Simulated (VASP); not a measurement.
A run of VASP 6.6.1 is set up as follows.

The input INCAR:

```
PREC = Accurate ; ENCUT = 520
EDIFF = 1E-6 ; ISMEAR = 0
SIGMA = 0.15 ; LREAL = False
LASPH = True ; NELM = 100
ALGO = Fast ; ISIF = 2
LWAVE = False ; LCHARG = True
GGA = PS ; LELF = True
LVHAR = True ; NBANDS = 11
```

File KPOINTS:

```
Automatic mesh
0
Gamma
  22 22 22
```

Contents of POSCAR:

```
Pt
1.0
   -2.4664269089      1.7048844910      1.7048844910
    1.7048844910     -2.4664269089      1.7048844910
    1.7048844910      1.7048844910     -2.4664269089
Pt
1
Direct
    0.0000000000      0.0000000000      0.0000000000
```

Potentials or basis: VASP PAW PBE potentials, release 64 (Pt).

Command:

```sh
$ cat potpaw_PBE.64/Pt/POTCAR > POTCAR
$ mpirun -np 1 vasp_std > vasp.out
```

Task: Estimate the band gap on the k mesh.

Result: Zero (bands 5 and 6 overlap by 10.89 eV).

Task: Predict the pressure.

Result: 272.9 GPa.

Stress tensor (GPa, compression positive):
```
272.88 270.13 270.13
270.13 272.88 270.13
270.13 270.13 272.88
```

Caveat: atoms lie so close that the PAW spheres overlap strongly, which falsifies energies and pressures; the cell stands under pressure; the PAW data sets were made with another functional, which shifts forces and pressure a little; spin-orbit coupling is left out, which moves the levels of the heavy elements.
